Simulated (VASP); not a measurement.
A run of VASP 6.6.1 is set up as follows.

The input INCAR:

```
PREC     = Accurate       # precision mode
ENCUT    = 500            # plane-wave cutoff, eV
EDIFF    = 1E-7           # SCF threshold, eV
ISMEAR   = -1             # smearing method
SIGMA    = 0.02           # smearing width, eV
LREAL    = F              # projectors in reciprocal space
LASPH    = T              # aspherical terms in the spheres
NELM     = 120            # most SCF steps
ALGO     = Normal         # electronic algorithm
ISIF     = 3              # what is computed and relaxed
LWAVE    = F              # write WAVECAR
LCHARG   = F              # write CHGCAR
LDIPOL   = T            
IDIPOL   = 3            
DIPOL    = 0.5 0.5 0.345
GGA      = PS             # functional
IBRION   = 2              # ionic algorithm
NSW      = 80             # ionic steps
EDIFFG   = -0.005         # ionic threshold
GGA_COMPAT= F            
NELMIN   = 4            
NELMDL   = -8           
LATTICE_CONSTRAINTS= .TRUE. .TRUE. .FALSE.
```

Contents of KPOINTS:

```
regular mesh
0
Gamma
  6 6 1
```

The input POSCAR:

```
Sb
1.0
    4.1292798844      0.0000000000      0.0000000000
   -2.0646399422      3.5760612792      0.0000000000
    0.0000000000      0.0000000000     26.8552477996
Sb
2
Direct
    0.3333333333      0.6666666667      0.3146272447
    0.6666666667      0.3333333333      0.3752797723
```

Potentials or basis: VASP PAW PBE potentials, release 64 (Sb).

Run with:

```sh
$ cat potpaw_PBE.64/Sb/POTCAR > POTCAR
$ mpirun -np 1 vasp_std > vasp.out
```

Problem. What does it give for the band gap on the k mesh?

Solution. 1.15 eV (least direct gap 1.63 eV).

Problem. Estimate the relaxed cell.

Solution. a = 4.052 Å, b = 4.052 Å, c = 26.855 Å, α = 90.00°, β = 90.00°, γ = 120.00°.

Step by step:
| step | energy change (eV) | largest force (eV/Å) | pressure (GPa) | volume (Å³) |
| --- | --- | --- | --- | --- |
| 1 | 0.0000 | 0.1473 | -0.24 | 396.56 |
| 2 | -0.0106 | 0.2573 | 0.12 | 381.74 |
| 3 | -0.0121 | 0.1485 | 0.02 | 385.46 |
| 4 | -0.0136 | 0.0643 | 0.01 | 383.49 |
| 5 | -0.0139 | 0.0021 | 0.00 | 381.95 |

Caveat: the relaxation moved the vacuum too, so the length across it says nothing of the material; the PAW data sets were made with another functional, which shifts forces and pressure a little; spin-orbit coupling is left out, which moves the levels of the heavy elements.
